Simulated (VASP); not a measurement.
KI: single point with r2SCAN

The system is KI.

```
K I
1.0
     6.03945    0.00000    0.00000
    -3.01973    5.23032    0.00000
     0.00000    0.00000    6.88849
K I
2 2
Direct
  0.33333 0.66667 0.93750
  0.66667 0.33333 0.43750
  0.33333 0.66667 0.43750
  0.66667 0.33333 0.93750
```

This cell differs from its parent crystal: uniaxial z strain -2.1%.

| Quantity | Value |
| --- | --- |
| Program | VASP 6.6.1 |
| Task | single point |
| Functional | r2SCAN |
| Potentials or basis | VASP PAW PBE potentials, release 64 (K_sv, I) |
| Cutoff | 520 eV |
| k mesh | 6 × 6 × 4 |
| Occupations | gaussian, width 0.01 eV |
| Spin | no spin polarisation |

| Quantity | Value |
| --- | --- |
| Pressure | 0.3 GPa |
| Band gap on the k mesh | 4.37 eV |

Stress tensor (GPa, compression positive):
```
0.06 0.00 0.00
0.00 0.06 0.00
0.00 0.00 0.67
```

Levels at points of the mesh, in eV from the valence-band top:
```csv
k point,band 12,band 13,band 14,band 15,band 16,band 17,band 18,band 19,band 20,band 21
"(0.00, 0.00, 0.00)",-0.58,-0.58,-0.30,-0.30,0.00,4.37,6.55,6.88,6.88,7.63
"(0.50, 0.00, 0.00)",-0.65,-0.59,-0.51,-0.32,-0.17,5.75,6.31,6.35,6.40,7.42
"(0.00, 0.00, 0.50)",-0.73,-0.46,-0.46,-0.46,-0.46,5.52,5.52,7.51,7.51,7.51
"(0.50, 0.00, 0.50)",-1.05,-0.44,-0.44,-0.29,-0.29,5.93,5.93,7.78,7.78,7.82
```

It took 17 min on 1 thread of Oxide Virtual Turin-like Processor, with other jobs on the host, peak memory 0.4 GiB.

Caveat: the cell differs from its parent crystal (uniaxial z strain -2.1%); the structure was generated, so it needn't be the stable form of KI; the PAW data sets were made with another functional, which shifts forces and pressure a little; spin-orbit coupling is left out, which moves the levels of the heavy elements. A k mesh can miss the band edges.
